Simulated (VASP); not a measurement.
# Au (Fm-3m) in VASP: a series of runs

Runs on Au. Level: PBE. Tasks: single point.

All numbers are computed with VASP 6.6.1; they aren't measurements. Logs are shortened: lines on timing, memory, paths and dates and some standing lists are left out, and cuts for length are marked.

**1. The cell of the first run**

It takes space group Fm-3m (No. 225, cubic). The conventional cell has a = 4.030 Å, b = 4.030 Å, c = 4.030 Å, α = 90.00°, β = 90.00°, γ = 90.00°. Au (site symmetry m-3m) has 12 Au at 2.85 Å within 3.8 Å.

**2. Single point, PBE (strain -0.015 along x and y, -0.015 along z)**

Input file INCAR:

```
SYSTEM = Au
PREC = Accurate ; ENCUT = 520
EDIFF = 1E-7 ; ISMEAR = 0
SIGMA = 0.15 ; LREAL = .FALSE.
LASPH = .TRUE. ; NELM = 60
ALGO = Normal ; ISIF = 2
LWAVE = .FALSE. ; LCHARG = .TRUE.
GGA = PE ; LELF = .TRUE.
LVHAR = .TRUE. ; NBANDS = 12
```

Input file KPOINTS:

```
Automatic mesh
0
G
  20 20 20
  0 0 0
```

Input file POSCAR:

```
Au
1.0
    0.0000000000      2.0148175000      2.0148175000
    2.0148175000      0.0000000000      2.0148175000
    2.0148175000      2.0148175000      0.0000000000
Au
1
Direct
    0.0000000000      0.0000000000      0.0000000000
```

Potentials or basis: VASP PAW PBE potentials, release 64 (Au).

Started as:

```
$ cat potpaw_PBE.64/Au/POTCAR > POTCAR
$ mpirun -np 1 vasp_std > vasp.out
```

OUTCAR:

```text
SYSTEM = Au
   PREC = Accurate
   ENCUT = 520
   EDIFF = 1E-7
   ISMEAR = 0
   LREAL = .FALSE.
   LASPH = .TRUE.
   NELM = 60
   ISIF = 2
   GGA = PE

 ion  position               nearest neighbor table
   1  0.000  0.000  0.000-

  LATTYP: Found a face centered cubic cell.
 ALAT       =     4.0296350000

  Lattice vectors:

 A1 = (   0.0000000000,   2.0148175000,   2.0148175000)
 A2 = (   2.0148175000,   0.0000000000,   2.0148175000)
 A3 = (   2.0148175000,   2.0148175000,   0.0000000000)

Analysis of symmetry for initial positions (statically):
=====================================================================
 Subroutine PRICEL returns:
 Original cell was already a primitive cell.

 Routine SETGRP: Setting up the symmetry group for a
 face centered cubic supercell.

 Subroutine GETGRP returns: Found 48 space group operations
 (whereof 48 operations were pure point group operations)
 out of a pool of 48 trial point group operations.

The static configuration has the point symmetry O_h .

Analysis of symmetry for dynamics (positions and initial velocities):
=====================================================================
 Subroutine PRICEL returns:
 Original cell was already a primitive cell.

 Routine SETGRP: Setting up the symmetry group for a
 face centered cubic supercell.

 Subroutine GETGRP returns: Found 48 space group operations
 (whereof 48 operations were pure point group operations)
 out of a pool of 48 trial point group operations.

The dynamic configuration has the point symmetry O_h .

 Subroutine INISYM returns: Found 48 space group operations
 (whereof 48 operations are pure point group operations),
 and found     1 'primitive' translations

----------------------------------------------------------------------------------------

                                     Primitive cell

  volume of cell :      16.3583

  direct lattice vectors                    reciprocal lattice vectors
     0.000000000  2.014817500  2.014817500    -0.248161434  0.248161434  0.248161434
     2.014817500  0.000000000  2.014817500     0.248161434 -0.248161434  0.248161434
     2.014817500  2.014817500  0.000000000     0.248161434  0.248161434 -0.248161434

  length of vectors
     2.849382234  2.849382234  2.849382234     0.429828212  0.429828212  0.429828212

  position of ions in fractional coordinates (direct lattice)
     0.000000000  0.000000000  0.000000000

  ion indices of the primitive-cell ions
   primitive index   ion index
                 1           1

----------------------------------------------------------------------------------------

 KPOINTS: Automatic mesh

Automatic generation of k-mesh.
 Grid dimensions read from file:
 generate k-points for:   20   20   20

 Generating k-lattice:

  Cartesian coordinates                     Fractional coordinates (reciprocal lattice)
    -0.012408072  0.012408072  0.012408072     0.050000000  0.000000000  0.000000000
     0.012408072 -0.012408072  0.012408072     0.000000000  0.050000000  0.000000000
     0.012408072  0.012408072 -0.012408072     0.000000000  0.000000000  0.050000000

  Length of vectors
     0.021491411  0.021491411  0.021491411

  Shift w.r.t. Gamma in fractional coordinates (k-lattice)
     0.000000000  0.000000000  0.000000000

 Subroutine IBZKPT returns following result:
 ===========================================

 Found    256 irreducible k-points:

 Following reciprocal coordinates:
            Coordinates               Weight
  0.000000  0.000000  0.000000      1.000000
  0.050000  0.000000  0.000000      8.000000
  0.100000  0.000000  0.000000      8.000000
  0.150000  0.000000  0.000000      8.000000
  0.200000  0.000000  0.000000      8.000000
  0.250000  0.000000  0.000000      8.000000
[... 16 lines left out ...]
 -0.400000  0.050000  0.000000     24.000000
 -0.350000  0.050000  0.000000     24.000000
 [... further k-points ...]
   k-points           NKPTS =    256   k-points in BZ     NKDIM =    256   number of bands    NBANDS=     12
   number of dos      NEDOS =    301   number of ions     NIONS =      1
   total plane-waves  NPLWV =  13824
   dimension x,y,z NGX =    24 NGY =   24 NGZ =   24
   dimension x,y,z NGXF=    48 NGYF=   48 NGZF=   48
   ions per type =               1
   NGX,Y,Z   is equivalent  to a cutoff of  14.00, 14.00, 14.00 a.u.
   NGXF,Y,Z  is equivalent  to a cutoff of  28.01, 28.01, 28.01 a.u.
 SYSTEM =  Au
   PREC   = accura    normal or accurate (medium, high low for compatibility)
   ISTART =      0    job   : 0-new  1-cont  2-samecut
   ICHARG =      2    charge: 1-file 2-atom 10-const
   ISPIN  =      1    spin polarized calculation?
   LNONCOLLINEAR =      F non collinear calculations
   LSORBIT =      F    spin-orbit coupling
   LASPH  =      T    aspherical Exc in radial PAW
   ENCUT  =  520.0 eV  38.22 Ry    6.18 a.u.   5.30  5.30  5.30*2*pi/ulx,y,z
   NELM   =     60;   NELMIN=  2; NELMDL= -5     # of ELM steps
   EDIFF  = 0.1E-06   stopping-criterion for ELM
   LREAL  =      F    real-space projection
   EDIFFG = 0.1E-05   stopping-criterion for IOM
   NSW    =      0    number of steps for IOM
   IBRION =     -1    ionic relax: 0-MD 1-quasi-New 2-CG
   NFREE  =      0    steps in history (QN), initial steepest desc. (CG)
   ISIF   =      2    stress and relaxation
   ISYM   =      2    0-nonsym 1-usesym 2-fastsym
   POTIM  = 0.5000    time-step for ionic-motion
   TEBEG  =    0.0;   TEEND  =   0.0 temperature during run
   PSTRESS=    0.0 pullay stress
   NELECT =      11.0000    total number of electrons
   NUPDOWN=      -1.0000    fix difference up-down
   EMIN   =  10.00;   EMAX   =-10.00  energy-range for DOS
   EFERMI =   0.00;   METHOD = LEGACY
   ISMEAR =     0;   SIGMA  =   0.15  broadening in eV -4-tet -1-fermi 0-gaus
   EFERMI_NEDOS =   21; number of points for ismear=-14 and -15
   IALGO  =     38    algorithm
   IMIX   =      4    mixing-type and parameters
     AMIX     =   0.40;   BMIX     =  1.00
     AMIX_MAG =   1.60;   BMIX_MAG =  1.00
  volume/ion in A,a.u.               =      16.36       110.39
  Fermi-wavevector in a.u.,A,eV,Ry     =   1.434256  2.710351 27.988413  2.057090
  Thomas-Fermi vector in A             =   2.553684
   LORBIT       =      0    0 simple, 1 ext, 2 COOP (PROOUT), +10 PAW based schemes
   GGA     = PE    functional components
   LHFCALC =     F    Hartree Fock is set to
   AEXX    =    0.0000 exact exchange contribution
   IVDW    =     0    specifies the selected vdW correction
   LEPSILON=     F    determine dielectric tensor
   LRPA    =     F    only Hartree local field effects (RPA)
 non-spin polarized calculation
 Gauss-broadening in eV      SIGMA  =   0.15
  energy-cutoff  :      520.00
  volume of cell :       16.36
 maximum number of plane-waves:       459
 NGX is ok and might be reduce to    24
   NGX = 11   NGY = 11   NGZ = 11

 number of electron      10.9999999 magnetization

 Free energy of the ion-electron system (eV)
  ---------------------------------------------------
  ext. energy  EPLUGINS =         0.00000000
  ---------------------------------------------------
  free energy    TOTEN  =        -3.14593114 eV

  energy without entropy =       -3.14283889  energy(sigma->0) =       -3.14438502

 E-fermi :  10.1719     XC(G=0): -12.9637

 val. band max:       10.0979475639   @ k =   0.5000   0.1500   0.0500
 cond. band min:      10.1851344556   @ k =   0.5000   0.2500   0.1000
 fundamental gap:      0.0871868917
 Fermi energy:        10.1718534016

 k-point     1 :       0.0000    0.0000    0.0000
  band No.  band energies     occupation
      1      -0.1243      2.00000
      2       5.2545      2.00000
      3       5.2545      2.00000
      4       5.2545      2.00000
      5       6.8826      2.00000
      6       6.8826      2.00000
      7      24.6299      0.00000
      8      28.8675      0.00000
      9      28.8675      0.00000
     10      28.8675      0.00000
     11      33.9053      0.00000
     12      39.0212      0.00000

 k-point     2 :       0.0500    0.0000    0.0000
  band No.  band energies     occupation
      1      -0.0334      2.00000
      2       5.2228      2.00000
      3       5.2871      2.00000
      4       5.2871      2.00000
      5       6.8670      2.00000
      6       6.8670      2.00000
      7      24.7457      0.00000
      8      28.2785      0.00000
      9      28.9834      0.00000
     10      28.9834      0.00000
     11      34.4567      0.00000
     12      37.7716      0.00000

 k-point     3 :       0.1000    0.0000    0.0000
  band No.  band energies     occupation
      1       0.2335      2.00000
      2       5.1394      2.00000
      3       5.3746      2.00000
      4       5.3746      2.00000
      5       6.8320      2.00000
      6       6.8320      2.00000
      7      25.0460      0.00000
      8      26.9916      0.00000
      9      29.3177      0.00000
     10      29.3177      0.00000
     11      34.7414      0.00000
     12      37.0417      0.00000

 k-point     4 :       0.1500    0.0000    0.0000
  band No.  band energies     occupation
      1       0.6554      2.00000
      2       5.0403      2.00000
      3       5.4836      2.00000
      4       5.4836      2.00000
      5       6.8146      2.00000
      6       6.8146      2.00000
      7      25.0499      0.00000
      8      25.8183      0.00000
      9      29.8229      0.00000
     10      29.8229      0.00000
     11      33.4184      0.00000
     12      35.8047      0.00000

 k-point     5 :       0.2000    0.0000    0.0000
  band No.  band energies     occupation
      1       1.1859      2.00000
      2       4.9911      2.00000
      3       5.5572      2.00000
      4       5.5572      2.00000
      5       6.8746      2.00000
      6       6.8746      2.00000
      7      23.4971      0.00000
      8      25.9070      0.00000
      9      30.3772      0.00000
     10      30.3772      0.00000
     11      32.3866      0.00000
     12      34.4252      0.00000
[... 228 lines left out ...]
      1       2.5429      2.00000
      2       5.1651      2.00000
      3       5.2683      2.00000
      4       7.6473      2.00000
      5       8.1769      2.00000
      6       9.5159      2.00000
      7      13.5539      0.00000
      8      24.1897      0.00000
      9      27.3325      0.00000
     10      27.4306      0.00000
     11      35.6797      0.00000
     12      35.8270      0.00000

 k-point    22 :      -0.4500    0.0500    0.0000
  band No.  band energies     occupation
      1       2.5441      2.00000
      2       5.1795      2.00000
      3       5.2680      2.00000
      4       7.6367      2.00000
      5       8.0867      2.00000
      6       9.3595      2.00000
      7      13.8176      0.00000
      8      24.2167      0.00000
      9      27.1645      0.00000
     10      27.7339      0.00000
     11      35.5519      0.00000
     12      35.7532      0.00000

 k-point    23 :      -0.4000    0.0500    0.0000
  band No.  band energies     occupation
      1       2.5420      2.00000
      2       5.2356      2.00000
      3       5.3096      2.00000
      4       7.2057      2.00000
      5       7.8727      2.00000
      6       8.6627      2.00000
      7      15.2186      0.00000
      8      24.4176      0.00000
      9      27.3368      0.00000
     10      28.3975      0.00000
     11      34.8635      0.00000
     12      35.4665      0.00000

 k-point    24 :      -0.3500    0.0500    0.0000
  band No.  band energies     occupation
      1       2.4987      2.00000
      2       5.3223      2.00000
      3       5.3875      2.00000
      4       6.3959      2.00000
      5       7.5718      2.00000
      6       8.1432      2.00000
      7      17.0408      0.00000
      8      24.7763      0.00000
      9      27.7952      0.00000
     10      29.3860      0.00000
     11      33.8082      0.00000
     12      34.8339      0.00000

 [... further k-points ...]

------------------------ aborting loop because EDIFF is reached ----------------------------------------

  FORCE on cell =-STRESS in cart. coord.  units (eV):
  Direction    XX          YY          ZZ          XY          YZ          ZX
  --------------------------------------------------------------------------------------
  -------------------------------------------------------------------------------------
  Total        1.7382949      1.7382949      1.7382949      0.0000000      0.0000000     -0.0000000
  in kB      170.2538303    170.2538303    170.2538303      0.0000000      0.0000000     -0.0000000
  external PRESSURE =     170.2538303 kB  Pullay stress =       0.0000000 kB

 VOLUME and BASIS-vectors are now :
 -----------------------------------------------------------------------------
  energy-cutoff  :      520.00
  volume of cell :       16.36
      direct lattice vectors                 reciprocal lattice vectors
     0.000000000  2.014817500  2.014817500    -0.248161434  0.248161434  0.248161434
     2.014817500  0.000000000  2.014817500     0.248161434 -0.248161434  0.248161434
     2.014817500  2.014817500  0.000000000     0.248161434  0.248161434 -0.248161434

 POSITION                                       TOTAL-FORCE (eV/Angst)
 -----------------------------------------------------------------------------------
      0.00000      0.00000      0.00000         0.000000      0.000000      0.000000
 -----------------------------------------------------------------------------------
    total drift:                               -0.000000      0.000000     -0.000000

  FREE ENERGIE OF THE ION-ELECTRON SYSTEM (eV)
  ---------------------------------------------------
  free  energy   TOTEN  =        -3.1459311445 eV

  energy  without entropy=       -3.1428388866  energy(sigma->0) =       -3.14438502
```

Wall time 1.7 min (1 thread of Intel Xeon 8259CL, shared host); peak memory 0.18 GiB.

What came out:

- Free energy: -3.1459 eV
- Pressure: 17.0 GPa
- Band gap on the k mesh: zero (an odd number of electrons rules out a gap without spin polarisation)

Caveat: the cell differs from its parent crystal (strain -0.015 along x and y, -0.015 along z); the cell stands under pressure; spin-orbit coupling is left out, which moves the levels of the heavy elements.

**3. Single point, PBE (strain +0.015 along x and y, +0.015 along z)**

Input file INCAR:

```
SYSTEM = Au
PREC = Accurate
ENCUT = 520
EDIFF = 1E-6
ISMEAR = 0
SIGMA = 0.15
LREAL = .FALSE.
LASPH = .TRUE.
NELM = 100
ALGO = Fast
ISIF = 2
LWAVE = .FALSE.
LCHARG = .TRUE.
GGA = PE
LELF = .TRUE.
LVHAR = .TRUE.
NBANDS = 12
```

KPOINTS is that of step 2.

Input file POSCAR:

```
Au
1.0
    0.0000000000      2.0761825000      2.0761825000
    2.0761825000      0.0000000000      2.0761825000
    2.0761825000      2.0761825000      0.0000000000
Au
1
Direct
    0.0000000000      0.0000000000      0.0000000000
```

Potentials or basis: VASP PAW PBE potentials, release 64 (Au).

Started as:

```
$ cat potpaw_PBE.64/Au/POTCAR > POTCAR
$ mpirun -np 1 vasp_std > vasp.out
```

It took 2.4 min on 1 thread of Intel Xeon 8259CL, shared host; peak memory 0.18 GiB.

Results (log left out):

```yaml
Free_energy: -3.2230 eV
Pressure: 0.4 GPa
Band_gap_on_the_k_mesh: zero (an odd number of electrons rules out a gap without spin polarisation)
```

Levels at points of the mesh, in eV from the Fermi level:
| k point | band 3 | band 4 | band 5 | band 6 | band 7 | band 8 | band 9 | band 10 |
| --- | --- | --- | --- | --- | --- | --- | --- | --- |
| (0.00, 0.00, 0.00) | -4.41 | -4.41 | -3.02 | -3.02 | 14.61 | 18.32 | 18.32 | 18.32 |
| (0.50, 0.00, 0.00) | -4.44 | -1.92 | -1.92 | -0.70 | 2.84 | 14.05 | 16.79 | 16.79 |
| (0.50, 0.50, 0.00) | -1.96 | -1.62 | -1.62 | 1.19 | 5.41 | 9.90 | 9.90 | 16.71 |

Caveat: the cell differs from its parent crystal (strain +0.015 along x and y, +0.015 along z); spin-orbit coupling is left out, which moves the levels of the heavy elements.

**4. Single point, PBE (strain +0.030 along x and y, +0.030 along z)**

Input file INCAR:

```
SYSTEM = Au
PREC = Accurate
ENCUT = 520
EDIFF = 1E-7
ISMEAR = 0
SIGMA = 0.15
LREAL = .False.
LASPH = .True.
NELM = 60
ALGO = Normal
ISIF = 2
LWAVE = .False.
LCHARG = .False.
GGA = PE
NBANDS = 12
```

Input file KPOINTS:

```
Automatic mesh
0
Gamma
  20 20 20
  0 0 0
```

Input file POSCAR:

```
Au
1.0
    0.0000000000      2.1068650000      2.1068650000
    2.1068650000      0.0000000000      2.1068650000
    2.1068650000      2.1068650000      0.0000000000
Au
1
Direct
    0.0000000000      0.0000000000      0.0000000000
```

Started as:

```
$ cat potpaw_PBE.64/Au/POTCAR > POTCAR
$ mpirun -np 1 vasp_std > vasp.out
```

It took 2.1 min on 1 thread of Intel Xeon 8259CL, shared host; peak memory 0.18 GiB.

The run converged. Its results:

```yaml
Free_energy: -3.2108 eV
Pressure: -5.2 GPa
Band_gap_on_the_k_mesh: zero (an odd number of electrons rules out a gap without spin polarisation)
```

Levels at points of the mesh, in eV from the Fermi level:
```tsv
k point	band 2	band 3	band 4	band 5	band 6	band 7	band 8	band 9	band 10	band 11
(0.00, 0.00, 0.00)	-4.19	-4.19	-4.19	-2.90	-2.90	14.64	18.11	18.11	18.11	22.73
(0.50, 0.00, 0.00)	-4.21	-4.21	-1.89	-1.89	-0.50	2.63	14.08	16.45	16.45	23.60
(0.50, 0.50, 0.00)	-5.95	-1.93	-1.61	-1.61	1.31	5.09	9.77	9.77	16.26	18.62
```

Caveat: the cell differs from its parent crystal (strain +0.030 along x and y, +0.030 along z); the cell stands under tension; spin-orbit coupling is left out, which moves the levels of the heavy elements.

**5. Overview**

```csv
cell,gap on the mesh (eV),pressure (GPa)
"a = 2.849 Å, angles 60.0°, 1 atom",none,17.0
"a = 2.936 Å, angles 60.0°, 1 atom",none,0.4
"a = 2.980 Å, angles 60.0°, 1 atom",none,-5.2
```

Alike in all rows: task single point; level PBE; potentials or basis VASP PAW PBE potentials, release 64 (Au); no spin polarisation; k mesh 20 × 20 × 20; cutoff (eV) 520; smearing gaussian 0.15 eV.

Caveats: spin-orbit coupling is left out, which moves the levels of the heavy elements; the cell stands under pressure (at least some runs); the cell stands under tension (at least some runs).

Absolute energies hang on the potentials; compare differences alone.
